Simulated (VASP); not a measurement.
Wanted: the native input for a VASP 6.6.1 run.

* Task: single point
* Functional: PBE
* Potentials or basis: VASP PAW PBE potentials, release 64 (Na_pv, B)
* Cutoff: 520 eV
* k mesh: 6 × 6 × 6
* Occupations: gaussian, width 0.1 eV
* Spin: no spin polarisation
* Dipole correction: no
* Further INCAR settings: ALGO = Normal; EDIFF = 1e-06; NBANDS = 20

The structure of Na3B lies in POSCAR:

```
Na3B
1.0
   -2.3872192745      2.3872192745      3.7465126207
    2.3872192745     -2.3872192745      3.7465126207
    2.3872192745      2.3872192745     -3.7465126207
Na B
3 1
Direct
    0.5000000000      0.5000000000      0.0000000000
    0.2500000000      0.7500000000      0.5000000000
    0.7500000000      0.2500000000      0.5000000000
    0.0000000000      0.0000000000      0.0000000000
```

The input as run:

INCAR

```
  PREC = Accurate
  ENCUT = 520
  EDIFF = 1E-6
  ISMEAR = 0
  SIGMA = 0.1
  LREAL = F
  LASPH = T
  NELM = 80
  ALGO = Normal
  ISIF = 2
  LWAVE = F
  LCHARG = F
  GGA = PE
  NBANDS = 20
```

KPOINTS

```
Automatic mesh
0
Gamma
  6 6 6
```

Potentials or basis: VASP PAW PBE potentials, release 64 (Na_pv, B).

Command:

```console
$ cat potpaw_PBE.64/Na_pv/POTCAR potpaw_PBE.64/B/POTCAR > POTCAR
$ mpirun -np 1 vasp_std > vasp.out
```

Results of the run:

| Item | Value |
| --- | --- |
| Pressure | 0.1 GPa |
| Band gap on the k mesh | zero (band 12 reaches 2.13 eV, above the bottom of band 13 at 0.60 eV) |

Wall time 35 s on 1 thread of Intel(R) Xeon(R) Platinum 8488C (Sapphire Rapids), with other jobs on the host, peak memory 0.23 GiB.
